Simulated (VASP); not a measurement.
# Al4Ir in VASP: further runs

The runs below take Al4Ir through single point, with PBE.

Everything below comes from runs of VASP 6.6.1. Logs are shortened: lines on timing, memory, paths and dates and some standing lists are left out, and cuts for length are marked.

## 1. The cell of the first run

The typed cell holds 10 atoms: a = 7.651 Å, b = 7.651 Å, c = 5.263 Å, α = 90.00°, β = 90.00°, γ = 120.00°.

## 2. Single point, PBE

File INCAR:

```
PREC = Accurate ; ENCUT = 520
EDIFF = 1E-7 ; ISMEAR = 0
SIGMA = 0.1 ; LREAL = False
LASPH = True ; NELM = 60
ALGO = Normal ; ISIF = 2
LWAVE = False ; LCHARG = True
GGA = PE ; LELF = True
LVHAR = True ; NBANDS = 32
```

File KPOINTS:

```
Automatic mesh
0
Gamma
  3 3 4
```

File POSCAR:

```
Al4Ir
1.0
    7.6510897091     -0.0000000037      0.0000000000
   -3.8255448513      6.6260380565      0.0000000000
    0.0000000000      0.0000000000      5.2634008771
Al Ir
8 2
Direct
    0.5000169524      0.4999830476      0.5662634031
    0.5000169524      0.0000339048      0.5662634031
    0.9999660952      0.4999830476      0.5662634031
    0.4999830476      0.5000169524      0.0662634031
    0.4999830476      0.9999660952      0.0662634031
    0.0000339048      0.5000169524      0.0662634031
    0.3333333333      0.6666666667      0.8163550191
    0.6666666667      0.3333333333      0.3163550191
    0.3333333333      0.6666666667      0.3162895717
    0.6666666667      0.3333333333      0.8162895717
```

Potentials or basis: VASP PAW PBE potentials, release 64 (Al, Ir).

The run is started by

```bash
> cat potpaw_PBE.64/Al/POTCAR potpaw_PBE.64/Ir/POTCAR > POTCAR
> mpirun -np 1 vasp_std > vasp.out
```

OUTCAR:

```text
PREC = Accurate
   ENCUT = 520
   EDIFF = 1E-7
   ISMEAR = 0
   LREAL = False
   LASPH = True
   NELM = 60
   ISIF = 2
   GGA = PE

 ion  position               nearest neighbor table
   1  0.500  0.500  0.566-   8 2.57  10 2.57   9 2.57   7 2.57   4 2.63   4 2.63
   2  0.500  0.000  0.566-   8 2.57  10 2.57   9 2.57   7 2.57   5 2.63   5 2.63
   3  1.000  0.500  0.566-   8 2.57  10 2.57   9 2.57   7 2.57   6 2.63   6 2.63
   4  0.500  0.500  0.066-   7 2.57   9 2.57  10 2.57   8 2.57   1 2.63   1 2.63
   5  0.500  1.000  0.066-   7 2.57   9 2.57  10 2.57   8 2.57   2 2.63   2 2.63
   6  0.000  0.500  0.066-   7 2.57   9 2.57  10 2.57   8 2.57   3 2.63   3 2.63
   7  0.333  0.667  0.816-   5 2.57   6 2.57   4 2.57   2 2.57   3 2.57   1 2.57   9 2.63   9 2.63

   8  0.667  0.333  0.316-   2 2.57   3 2.57   1 2.57   5 2.57   6 2.57   4 2.57  10 2.63  10 2.63

   9  0.333  0.667  0.316-   5 2.57   6 2.57   4 2.57   2 2.57   3 2.57   1 2.57   7 2.63   7 2.63

  10  0.667  0.333  0.816-   2 2.57   3 2.57   1 2.57   5 2.57   6 2.57   4 2.57   8 2.63   8 2.63

  LATTYP: Found a hexagonal cell.
 ALAT       =     7.6510897091
 C/A-ratio  =     0.6879282661

  Lattice vectors:

 A1 = (   7.6510897091,  -0.0000000037,   0.0000000000)
 A2 = (  -3.8255448513,   6.6260380565,   0.0000000000)
 A3 = (   0.0000000000,   0.0000000000,   5.2634008771)

Analysis of symmetry for initial positions (statically):
=====================================================================
 Subroutine PRICEL returns:
 Original cell was already a primitive cell.

 Routine SETGRP: Setting up the symmetry group for a
 hexagonal supercell.

 Subroutine GETGRP returns: Found 12 space group operations
 (whereof  6 operations were pure point group operations)
 out of a pool of 24 trial point group operations.

The static configuration has the point symmetry C_3v.
 The point group associated with its full space group is C_6v.

Analysis of symmetry for dynamics (positions and initial velocities):
=====================================================================
 Subroutine PRICEL returns:
 Original cell was already a primitive cell.

 Routine SETGRP: Setting up the symmetry group for a
 hexagonal supercell.

 Subroutine GETGRP returns: Found 12 space group operations
 (whereof  6 operations were pure point group operations)
 out of a pool of 24 trial point group operations.

The dynamic configuration has the point symmetry C_3v.
 The point group associated with its full space group is C_6v.

 Subroutine INISYM returns: Found 12 space group operations
 (whereof  6 operations are pure point group operations),
 and found     1 'primitive' translations

----------------------------------------------------------------------------------------

                                     Primitive cell

  volume of cell :     266.8355

  direct lattice vectors                    reciprocal lattice vectors
     7.651089709 -0.000000004  0.000000000     0.130700337  0.075459874  0.000000000
    -3.825544851  6.626038056  0.000000000     0.000000000  0.150919749  0.000000000
     0.000000000  0.000000000  5.263400877     0.000000000  0.000000000  0.189991229

  length of vectors
     7.651089709  7.651089709  5.263400877     0.150919749  0.150919749  0.189991229

  position of ions in fractional coordinates (direct lattice)
     0.500016952  0.499983048  0.566263403
     0.500016952  0.000033905  0.566263403
     0.999966095  0.499983048  0.566263403
     0.499983048  0.500016952  0.066263403
     0.499983048  0.999966095  0.066263403
     0.000033905  0.500016952  0.066263403
     0.333333333  0.666666667  0.816355019
     0.666666667  0.333333333  0.316355019
     0.333333333  0.666666667  0.316289572
     0.666666667  0.333333333  0.816289572

  ion indices of the primitive-cell ions
   primitive index   ion index
                 1           1
                 2           2
                 3           3
                 4           4
                 5           5
                 6           6
                 7           7
                 8           8
                 9           9
                10          10

----------------------------------------------------------------------------------------

 KPOINTS: Automatic mesh

Automatic generation of k-mesh.
 Grid dimensions read from file:
 generate k-points for:    3    3    4

 Generating k-lattice:

  Cartesian coordinates                     Fractional coordinates (reciprocal lattice)
     0.043566779  0.025153291  0.000000000     0.333333333  0.000000000  0.000000000
     0.000000000  0.050306583  0.000000000     0.000000000  0.333333333  0.000000000
     0.000000000  0.000000000  0.047497807     0.000000000  0.000000000  0.250000000

  Length of vectors
     0.050306583  0.050306583  0.047497807

  Shift w.r.t. Gamma in fractional coordinates (k-lattice)
     0.000000000  0.000000000  0.000000000

 Subroutine IBZKPT returns following result:
 ===========================================

 Found      9 irreducible k-points:

 Following reciprocal coordinates:
            Coordinates               Weight
  0.000000  0.000000  0.000000      1.000000
  0.333333  0.000000  0.000000      6.000000
  0.333333  0.333333  0.000000      2.000000
  0.000000  0.000000  0.250000      2.000000
  0.333333  0.000000  0.250000     12.000000
  0.333333  0.333333  0.250000      4.000000
  0.000000  0.000000  0.500000      1.000000
  0.333333  0.000000  0.500000      6.000000
  0.333333  0.333333  0.500000      2.000000
   k-points           NKPTS =      9   k-points in BZ     NKDIM =      9   number of bands    NBANDS=     32
   number of dos      NEDOS =    301   number of ions     NIONS =     10
   total plane-waves  NPLWV = 144000
   dimension x,y,z NGX =    60 NGY =   60 NGZ =   40
   dimension x,y,z NGXF=   120 NGYF=  120 NGZF=   80
   ions per type =               8   2
   NGX,Y,Z   is equivalent  to a cutoff of  13.04, 13.04, 12.63 a.u.
   NGXF,Y,Z  is equivalent  to a cutoff of  26.07, 26.07, 25.27 a.u.
 SYSTEM =  unknown system
   PREC   = accura    normal or accurate (medium, high low for compatibility)
   ISTART =      0    job   : 0-new  1-cont  2-samecut
   ICHARG =      2    charge: 1-file 2-atom 10-const
   ISPIN  =      1    spin polarized calculation?
   LNONCOLLINEAR =      F non collinear calculations
   LSORBIT =      F    spin-orbit coupling
   LASPH  =      T    aspherical Exc in radial PAW
   ENCUT  =  520.0 eV  38.22 Ry    6.18 a.u.  14.23 14.23  9.79*2*pi/ulx,y,z
   NELM   =     60;   NELMIN=  2; NELMDL= -5     # of ELM steps
   EDIFF  = 0.1E-06   stopping-criterion for ELM
   LREAL  =      F    real-space projection
   EDIFFG = 0.1E-05   stopping-criterion for IOM
   NSW    =      0    number of steps for IOM
   IBRION =     -1    ionic relax: 0-MD 1-quasi-New 2-CG
   NFREE  =      0    steps in history (QN), initial steepest desc. (CG)
   ISIF   =      2    stress and relaxation
   ISYM   =      2    0-nonsym 1-usesym 2-fastsym
   POTIM  = 0.5000    time-step for ionic-motion
   TEBEG  =    0.0;   TEEND  =   0.0 temperature during run
   PSTRESS=    0.0 pullay stress
   NELECT =      42.0000    total number of electrons
   NUPDOWN=      -1.0000    fix difference up-down
   EMIN   =  10.00;   EMAX   =-10.00  energy-range for DOS
   EFERMI =   0.00;   METHOD = LEGACY
   ISMEAR =     0;   SIGMA  =   0.10  broadening in eV -4-tet -1-fermi 0-gaus
   EFERMI_NEDOS =   21; number of points for ismear=-14 and -15
   IALGO  =     38    algorithm
   IMIX   =      4    mixing-type and parameters
     AMIX     =   0.40;   BMIX     =  1.00
     AMIX_MAG =   1.60;   BMIX_MAG =  1.00
  volume/ion in A,a.u.               =      26.68       180.07
  Fermi-wavevector in a.u.,A,eV,Ry     =   0.883914  1.670355 10.630287  0.781304
  Thomas-Fermi vector in A             =   2.004744
   LORBIT       =      0    0 simple, 1 ext, 2 COOP (PROOUT), +10 PAW based schemes
   GGA     = PE    functional components
   LHFCALC =     F    Hartree Fock is set to
   AEXX    =    0.0000 exact exchange contribution
   IVDW    =     0    specifies the selected vdW correction
   LEPSILON=     F    determine dielectric tensor
   LRPA    =     F    only Hartree local field effects (RPA)
 non-spin polarized calculation
 Gauss-broadening in eV      SIGMA  =   0.10
  energy-cutoff  :      520.00
  volume of cell :      266.84
 maximum number of plane-waves:      7220
 NGX is ok and might be reduce to    60
   NGX = 29   NGY = 29   NGZ = 19

 number of electron      42.0000001 magnetization

 Free energy of the ion-electron system (eV)
  ---------------------------------------------------
  ext. energy  EPLUGINS =         0.00000000
  ---------------------------------------------------
  free energy    TOTEN  =       -48.86643412 eV

  energy without entropy =      -48.84544818  energy(sigma->0) =      -48.85594115

 E-fermi :   3.5514     XC(G=0):  -7.8344

 val. band max:        3.5042197068   @ k =   0.3333   0.0000   0.2500
 cond. band min:       3.5582269203   @ k =   0.0000   0.0000   0.0000
 fundamental gap:      0.0540072134
 Fermi energy:         3.5513987048

 k-point     1 :       0.0000    0.0000    0.0000
  band No.  band energies     occupation
      1      -6.2385      2.00000
      2      -4.2299      2.00000
      3      -3.4534      2.00000
      4      -3.4534      2.00000
      5      -1.2245      2.00000
      6      -0.6880      2.00000
[... 24 lines left out ...]
     31       6.9377      0.00000
     32       6.9377      0.00000

 k-point     2 :       0.3333    0.0000    0.0000
  band No.  band energies     occupation
      1      -6.0007      2.00000
      2      -5.0564      2.00000
      3      -3.4684      2.00000
      4      -2.5377      2.00000
      5      -1.2400      2.00000
      6      -0.9070      2.00000
[... 237 lines left out ...]
 k-point     9 :       0.3333    0.3333    0.5000
  band No.  band energies     occupation
      1      -4.3213      2.00000
      2      -4.3213      2.00000
      3      -3.9718      2.00000
      4      -3.9718      2.00000
      5      -2.6154      2.00000
      6      -2.6154      2.00000
[... 24 lines left out ...]
     31       8.1526      0.00000
     32       8.1526      0.00000

------------------------ aborting loop because EDIFF is reached ----------------------------------------

  FORCE on cell =-STRESS in cart. coord.  units (eV):
  Direction    XX          YY          ZZ          XY          YZ          ZX
  --------------------------------------------------------------------------------------
  -------------------------------------------------------------------------------------
  Total        0.0244053      0.0244053      0.1502207      0.0000000     -0.0000000      0.0000000
  in kB        0.1465383      0.1465383      0.9019794      0.0000000     -0.0000000      0.0000000
  external PRESSURE =       0.3983520 kB  Pullay stress =       0.0000000 kB

 VOLUME and BASIS-vectors are now :
 -----------------------------------------------------------------------------
  energy-cutoff  :      520.00
  volume of cell :      266.84
      direct lattice vectors                 reciprocal lattice vectors
     7.651089709 -0.000000004  0.000000000     0.130700337  0.075459874  0.000000000
    -3.825544851  6.626038056  0.000000000     0.000000000  0.150919749  0.000000000
     0.000000000  0.000000000  5.263400877     0.000000000  0.000000000  0.189991229

 POSITION                                       TOTAL-FORCE (eV/Angst)
 -----------------------------------------------------------------------------------
      1.91297      3.31291      2.98047        -0.003772      0.002178      0.001882
      3.82554      0.00022      2.98047        -0.000000     -0.004356      0.001882
      5.73812      3.31291      2.98047         0.003772      0.002178      0.001882
      1.91258      3.31313      0.34877         0.003772     -0.002178      0.001882
      0.00000      6.62581      0.34877         0.000000      0.004356      0.001882
     -1.91258      3.31313      0.34877        -0.003772     -0.002178      0.001882
      0.00000      4.41736      4.29680         0.000000      0.000000     -0.007722
      3.82554      2.20868      1.66510         0.000000      0.000000     -0.007722
      0.00000      4.41736      1.66476         0.000000     -0.000000      0.002075
      3.82554      2.20868      4.29646         0.000000     -0.000000      0.002075
 -----------------------------------------------------------------------------------
    total drift:                                0.000000     -0.000000     -0.000297

  FREE ENERGIE OF THE ION-ELECTRON SYSTEM (eV)
  ---------------------------------------------------
  free  energy   TOTEN  =       -48.8664341240 eV

  energy  without entropy=      -48.8454481842  energy(sigma->0) =      -48.85594115
```

It took 3.2 min on 1 thread of AMD EPYC 7R43 (Zen 3), shared host; peak memory 0.33 GiB.

What came out:

| Item | Value |
| --- | --- |
| Free energy | -48.8664 eV |
| Pressure | 0.0 GPa |
| Largest force | 0.008 eV/Å |
| Band gap on the k mesh | zero (band 21 reaches 3.82 eV, above the bottom of band 22 at 3.11 eV) |

Forces in eV/Å, atoms in the order of the input:
```
Al  -0.004  0.002  0.002
Al   0.000 -0.004  0.002
Al   0.004  0.002  0.002
Al   0.004 -0.002  0.002
Al   0.000  0.004  0.002
Al  -0.004 -0.002  0.002
Al   0.000  0.000 -0.008
Al   0.000  0.000 -0.008
Ir   0.000  0.000  0.002
Ir   0.000  0.000  0.002
```

Stress tensor (GPa, compression positive):
```
0.01 0.00 0.00
0.00 0.01 0.00
0.00 0.00 0.09
```

Levels at points of the mesh, in eV from the Fermi level:
| k point | band 19 | band 20 | band 21 | band 22 | band 23 | band 24 |
| --- | --- | --- | --- | --- | --- | --- |
| (0.00, 0.00, 0.00) | -1.86 | -1.86 | -1.27 | 0.01 | 1.80 | 1.86 |
| (0.00, 0.00, 0.50) | -0.44 | -0.44 | -0.44 | -0.44 | 2.42 | 2.42 |

Caveat: spin-orbit coupling is left out, which moves the levels of the heavy elements.

(Continued in part 2 of 2.)
